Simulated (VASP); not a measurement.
# As in VASP: notebook, part 2 of 2

VASP 6.6.1. Earlier steps stand in the parts before.

## Step 3: Single point, PBEsol

File INCAR:

```
  PREC = Accurate
  ENCUT = 520
  EDIFF = 1E-7
  ISMEAR = 0
  SIGMA = 0.15
  LREAL = F
  LASPH = T
  NELM = 80
  ALGO = Normal
  ISIF = 2
  LWAVE = F
  LCHARG = F
  GGA = PS
  NBANDS = 18
```

File KPOINTS:

```
Automatic mesh
0
Gamma
  11 11 8
```

File POSCAR:

```
As
1.0
    1.8259429108     -5.6934005771      0.0000000000
    1.8259429108      5.6934005771      0.0000000000
    0.0000000000      0.0000000000      4.7398728700
As
4
Direct
    0.1045582800      0.8954417200      0.0735437500
    0.8954417200      0.1045582800      0.9285660112
    0.3954417200      0.6045582800      0.5735437500
    0.6045582800      0.3954417200      0.4264562500
```

Potentials or basis: VASP PAW PBE potentials, release 64 (As).

Launch:

```
$ cat potpaw_PBE.64/As/POTCAR > POTCAR
$ mpirun -np 1 vasp_std > vasp.out
```

OUTCAR:

```text
PREC = Accurate
   ENCUT = 520
   EDIFF = 1E-7
   ISMEAR = 0
   LREAL = F
   LASPH = T
   NELM = 80
   ISIF = 2
   GGA = PS

 ion  position               nearest neighbor table
   1  0.105  0.895  0.074-   4 2.48   4 2.48   2 2.48
   2  0.895  0.105  0.929-   1 2.48   3 2.48   3 2.48
   3  0.395  0.605  0.574-   4 2.48   2 2.48   2 2.48
   4  0.605  0.395  0.426-   1 2.48   1 2.48   3 2.48

  LATTYP: Found a base centered orthorhombic cell.
 ALAT       =     3.6518858216
 B/A-ratio  =     3.1180605612
 C/A-ratio  =     1.2979247166

  Lattice vectors:

 A1 = (   1.8259429108,  -5.6934005771,   0.0000000000)
 A2 = (   1.8259429108,   5.6934005771,   0.0000000000)
 A3 = (   0.0000000000,   0.0000000000,   4.7398728700)

Analysis of symmetry for initial positions (statically):
=====================================================================
 Subroutine PRICEL returns:
 Original cell was already a primitive cell.

 Routine SETGRP: Setting up the symmetry group for a
 base centered orthorhombic supercell.

 Subroutine GETGRP returns: Found  2 space group operations
 (whereof  2 operations were pure point group operations)
 out of a pool of  8 trial point group operations.

The static configuration has the point symmetry C_1h.

Analysis of symmetry for dynamics (positions and initial velocities):
=====================================================================
 Subroutine PRICEL returns:
 Original cell was already a primitive cell.

 Routine SETGRP: Setting up the symmetry group for a
 base centered orthorhombic supercell.

 Subroutine GETGRP returns: Found  2 space group operations
 (whereof  2 operations were pure point group operations)
 out of a pool of  8 trial point group operations.

The dynamic configuration has the point symmetry C_1h.

 Subroutine INISYM returns: Found  2 space group operations
 (whereof  2 operations are pure point group operations),
 and found     1 'primitive' translations

----------------------------------------------------------------------------------------

                                     Primitive cell

  volume of cell :      98.5498

  direct lattice vectors                    reciprocal lattice vectors
     1.825942911 -5.693400577  0.000000000     0.273831124 -0.087820977  0.000000000
     1.825942911  5.693400577  0.000000000     0.273831124  0.087820977  0.000000000
     0.000000000  0.000000000  4.739872870     0.000000000  0.000000000  0.210976123

  length of vectors
     5.979036515  5.979036515  4.739872870     0.287569137  0.287569137  0.210976123

  position of ions in fractional coordinates (direct lattice)
     0.104558280  0.895441720  0.073543750
     0.895441720  0.104558280  0.928566011
     0.395441720  0.604558280  0.573543750
     0.604558280  0.395441720  0.426456250

  ion indices of the primitive-cell ions
   primitive index   ion index
                 1           1
                 2           2
                 3           3
                 4           4

----------------------------------------------------------------------------------------

 KPOINTS: Automatic mesh

Automatic generation of k-mesh.
 Grid dimensions read from file:
 generate k-points for:   11   11    8

 Generating k-lattice:

  Cartesian coordinates                     Fractional coordinates (reciprocal lattice)
     0.024893739 -0.007983725  0.000000000     0.090909091  0.000000000  0.000000000
     0.024893739  0.007983725  0.000000000     0.000000000  0.090909091  0.000000000
     0.000000000  0.000000000  0.026372015     0.000000000  0.000000000  0.125000000

  Length of vectors
     0.026142649  0.026142649  0.026372015

  Shift w.r.t. Gamma in fractional coordinates (k-lattice)
     0.000000000  0.000000000  0.000000000

 Subroutine IBZKPT returns following result:
 ===========================================

 Found    270 irreducible k-points:

 Following reciprocal coordinates:
            Coordinates               Weight
  0.000000  0.000000  0.000000      1.000000
  0.090909 -0.000000  0.000000      4.000000
  0.181818 -0.000000  0.000000      4.000000
  0.272727 -0.000000  0.000000      4.000000
  0.363636 -0.000000  0.000000      4.000000
  0.454545  0.000000  0.000000      4.000000
[... 16 lines left out ...]
 -0.272727  0.181818  0.000000      4.000000
 -0.181818  0.181818  0.000000      2.000000
 [... further k-points ...]
   k-points           NKPTS =    270   k-points in BZ     NKDIM =    270   number of bands    NBANDS=     18
   number of dos      NEDOS =    301   number of ions     NIONS =      4
   total plane-waves  NPLWV =  82944
   dimension x,y,z NGX =    48 NGY =   48 NGZ =   36
   dimension x,y,z NGXF=    96 NGYF=   96 NGZF=   72
   ions per type =               4
   NGX,Y,Z   is equivalent  to a cutoff of  13.35, 13.35, 12.63 a.u.
   NGXF,Y,Z  is equivalent  to a cutoff of  26.69, 26.69, 25.25 a.u.
 SYSTEM =  unknown system
   PREC   = accura    normal or accurate (medium, high low for compatibility)
   ISTART =      0    job   : 0-new  1-cont  2-samecut
   ICHARG =      2    charge: 1-file 2-atom 10-const
   ISPIN  =      1    spin polarized calculation?
   LNONCOLLINEAR =      F non collinear calculations
   LSORBIT =      F    spin-orbit coupling
   LASPH  =      T    aspherical Exc in radial PAW
   ENCUT  =  520.0 eV  38.22 Ry    6.18 a.u.  11.12 11.12  8.81*2*pi/ulx,y,z
   NELM   =     80;   NELMIN=  2; NELMDL= -5     # of ELM steps
   EDIFF  = 0.1E-06   stopping-criterion for ELM
   LREAL  =      F    real-space projection
   EDIFFG = 0.1E-05   stopping-criterion for IOM
   NSW    =      0    number of steps for IOM
   IBRION =     -1    ionic relax: 0-MD 1-quasi-New 2-CG
   NFREE  =      0    steps in history (QN), initial steepest desc. (CG)
   ISIF   =      2    stress and relaxation
   ISYM   =      2    0-nonsym 1-usesym 2-fastsym
   POTIM  = 0.5000    time-step for ionic-motion
   TEBEG  =    0.0;   TEEND  =   0.0 temperature during run
   PSTRESS=    0.0 pullay stress
   NELECT =      20.0000    total number of electrons
   NUPDOWN=      -1.0000    fix difference up-down
   EMIN   =  10.00;   EMAX   =-10.00  energy-range for DOS
   EFERMI =   0.00;   METHOD = LEGACY
   ISMEAR =     0;   SIGMA  =   0.15  broadening in eV -4-tet -1-fermi 0-gaus
   EFERMI_NEDOS =   21; number of points for ismear=-14 and -15
   IALGO  =     38    algorithm
   IMIX   =      4    mixing-type and parameters
     AMIX     =   0.40;   BMIX     =  1.00
     AMIX_MAG =   1.60;   BMIX_MAG =  1.00
  volume/ion in A,a.u.               =      24.64       166.26
  Fermi-wavevector in a.u.,A,eV,Ry     =   0.962054  1.818019 12.592854  0.925549
  Thomas-Fermi vector in A             =   2.091480
   LORBIT       =      0    0 simple, 1 ext, 2 COOP (PROOUT), +10 PAW based schemes
   GGA     = PS    functional components
   LHFCALC =     F    Hartree Fock is set to
   AEXX    =    0.0000 exact exchange contribution
   IVDW    =     0    specifies the selected vdW correction
   LEPSILON=     F    determine dielectric tensor
   LRPA    =     F    only Hartree local field effects (RPA)
 non-spin polarized calculation
 Gauss-broadening in eV      SIGMA  =   0.15
  energy-cutoff  :      520.00
  volume of cell :       98.55
 maximum number of plane-waves:      2670
 NGX is ok and might be reduce to    48
   NGX = 23   NGY = 23   NGZ = 17

 number of electron      20.0000001 magnetization

 Free energy of the ion-electron system (eV)
  ---------------------------------------------------
  ext. energy  EPLUGINS =         0.00000000
  ---------------------------------------------------
  free energy    TOTEN  =       -20.15148073 eV

  energy without entropy =      -20.15042256  energy(sigma->0) =      -20.15095164

 E-fermi :   3.9441     XC(G=0):  -9.4136

 val. band max:        3.9315784331   @ k =  -0.4545   0.4545   0.0000
 cond. band min:       3.9636142689   @ k =   0.4545   0.4545   0.0000
 fundamental gap:      0.0320358357
 Fermi energy:         3.9440841112

 k-point     1 :       0.0000    0.0000    0.0000
  band No.  band energies     occupation
      1     -10.7067      2.00000
      2      -8.2676      2.00000
      3      -5.7625      2.00000
      4      -2.3609      2.00000
      5      -1.7892      2.00000
      6      -0.1003      2.00000
[... 481 lines left out ...]
      5      -1.5864      2.00000
      6      -0.0320      2.00000
[... 10 lines left out ...]
     17       9.9281      0.00000
     18      11.4101      0.00000

 [... further k-points ...]

------------------------ aborting loop because EDIFF is reached ----------------------------------------

  FORCE on cell =-STRESS in cart. coord.  units (eV):
  Direction    XX          YY          ZZ          XY          YZ          ZX
  --------------------------------------------------------------------------------------
  -------------------------------------------------------------------------------------
  Total       -0.5577962     -0.3609124     -0.6817306      0.0000000     -0.0400952      0.0000000
  in kB       -9.0683961     -5.8675487    -11.0832656      0.0000000     -0.6518494      0.0000000
  external PRESSURE =      -8.6730702 kB  Pullay stress =       0.0000000 kB

 VOLUME and BASIS-vectors are now :
 -----------------------------------------------------------------------------
  energy-cutoff  :      520.00
  volume of cell :       98.55
      direct lattice vectors                 reciprocal lattice vectors
     1.825942911 -5.693400577  0.000000000     0.273831124 -0.087820977  0.000000000
     1.825942911  5.693400577  0.000000000     0.273831124  0.087820977  0.000000000
     0.000000000  0.000000000  4.739872870     0.000000000  0.000000000  0.210976123

 POSITION                                       TOTAL-FORCE (eV/Angst)
 -----------------------------------------------------------------------------------
      1.82594      4.50282      0.34859         0.000000     -0.145693     -0.200670
      1.82594     -4.50282      4.40128         0.000000      0.145754      0.106125
      1.82594      1.19058      2.71852         0.000000      0.148357     -0.123883
      1.82594     -1.19058      2.02135         0.000000     -0.148418      0.218427
 -----------------------------------------------------------------------------------
    total drift:                                0.000000      0.000004      0.000002

  FREE ENERGIE OF THE ION-ELECTRON SYSTEM (eV)
  ---------------------------------------------------
  free  energy   TOTEN  =       -20.1514807299 eV

  energy  without entropy=      -20.1504225590  energy(sigma->0) =      -20.15095164
```

OSZICAR:

```text
N       E                     dE             d eps       ncg     rms          rms(c)
DAV:   1     0.653794285816E+02    0.65379E+02   -0.77220E+03  9720   0.914E+02
DAV:   2    -0.155265375701E+02   -0.80906E+02   -0.77835E+02 13156   0.140E+02
DAV:   3    -0.202260835208E+02   -0.46995E+01   -0.46684E+01 12212   0.352E+01
DAV:   4    -0.202642185429E+02   -0.38135E-01   -0.38115E-01 11742   0.360E+00
DAV:   5    -0.202644323530E+02   -0.21381E-03   -0.21380E-03 11730   0.285E-01    0.479E+00
DAV:   6    -0.201903189445E+02    0.74113E-01   -0.24737E-02 10940   0.779E-01    0.285E+00
DAV:   7    -0.201514519120E+02    0.38867E-01   -0.51907E-02 10468   0.114E+00    0.116E-01
DAV:   8    -0.201514233131E+02    0.28599E-04   -0.17037E-03 10550   0.222E-01    0.511E-02
DAV:   9    -0.201514804738E+02   -0.57161E-04   -0.18238E-04 12088   0.683E-02    0.205E-02
DAV:  10    -0.201514801476E+02    0.32620E-06   -0.59630E-06 10898   0.142E-02    0.848E-03
DAV:  11    -0.201514806300E+02   -0.48236E-06   -0.20551E-06 10784   0.865E-03    0.141E-03
DAV:  12    -0.201514807299E+02   -0.99894E-07   -0.90763E-08  6840   0.140E-03
   1 F= -.20151481E+02 E0= -.20150952E+02  d E =-.105817E-02
```

stdout:

```text
POSCAR found type information on POSCAR As
 POSCAR found :  1 types and       4 ions
 scaLAPACK will be used
 -----------------------------------------------------------------------------
|                                                                             |
|                                                                             |
|     You enforced a specific xc type in the INCAR file but a different       |
|     I HOPE YOU KNOW WHAT YOU ARE DOING!                                     |
|                                                                             |
 -----------------------------------------------------------------------------

 LDA part: xc-table for (Slater+PW92), standard interpolation
 POSCAR, INCAR and KPOINTS ok, starting setup
 FFT: planning ... GRIDC
 FFT: planning ... GRID_SOFT
 FFT: planning ... GRID
 WAVECAR not read
 entering main loop
```

Wall time 3.6 min (1 thread of Intel Xeon 6975P-C (Granite Rapids), shared host); peak memory 0.53 GiB.

What came out:

```
Free energy            : -20.1515 eV
Pressure               : -0.9 GPa
Largest force          : 0.264 eV/Å
Band gap on the k mesh : 0.03 eV, indirect (least direct gap 0.06 eV)
```

Forces in eV/Å, atoms in the order of the input:
```
As   0.000 -0.146 -0.201
As   0.000  0.146  0.106
As   0.000  0.148 -0.124
As   0.000 -0.148  0.218
```

Caveat: the PAW data sets were made with another functional, which shifts forces and pressure a little. A k mesh can miss the band edges.

## Step 4: Single point, PBEsol

File INCAR:

```
PREC = Accurate
ENCUT = 520
EDIFF = 1E-6
ISMEAR = 0
SIGMA = 0.15
LREAL = F
LASPH = T
NELM = 60
ALGO = Normal
ISIF = 2
LWAVE = F
LCHARG = F
GGA = PS
NBANDS = 18
```

File KPOINTS:

```
regular mesh
0
Gamma
  11 11 8
```

Edit POSCAR of step 3 so:

```diff
@@ -9,3 +9,3 @@
     0.1045582800      0.8954417200      0.0735437500
-    0.8954417200      0.1045582800      0.9285660112
+    0.8954417200      0.1045582800      0.9243464888
     0.3954417200      0.6045582800      0.5735437500
```

Launch:

```
$ cat potpaw_PBE.64/As/POTCAR > POTCAR
$ mpirun -np 1 vasp_std > vasp.out
```

It took 5.1 min on 1 thread of Intel Xeon Platinum 8488C (Sapphire Rapids), shared host; peak memory 0.53 GiB.

It converged, with:

```yaml
Free_energy: -20.1474 eV
Pressure: -0.7 GPa
Largest_force: 0.337 eV/Å
Band_gap_on_the_k_mesh: 0.02 eV, indirect (least direct gap 0.04 eV)
```

Forces in eV/Å, atoms in the order of the input:
```
As   0.000 -0.139 -0.211
As   0.000  0.139  0.307
As   0.000  0.136 -0.289
As   0.000 -0.136  0.193
```

Stress tensor (GPa, compression positive):
```
-0.71  0.00  0.00
 0.00 -0.64  0.07
 0.00  0.07 -0.67
```

Levels at points of the mesh, in eV from the valence-band top:
| k point | band 6 | band 7 | band 8 | band 9 | band 10 | band 11 | band 12 | band 13 | band 14 | band 15 |
| --- | --- | --- | --- | --- | --- | --- | --- | --- | --- | --- |
| (0.00, 0.00, 0.00) | -4.02 | -3.09 | -2.21 | -1.82 | -1.05 | 1.29 | 1.58 | 2.06 | 2.97 | 4.71 |
| (0.00, 0.00, 0.50) | -4.02 | -2.27 | -2.22 | -0.99 | -0.98 | 0.86 | 0.87 | 2.50 | 2.53 | 4.49 |

Caveat: the PAW data sets were made with another functional, which shifts forces and pressure a little.
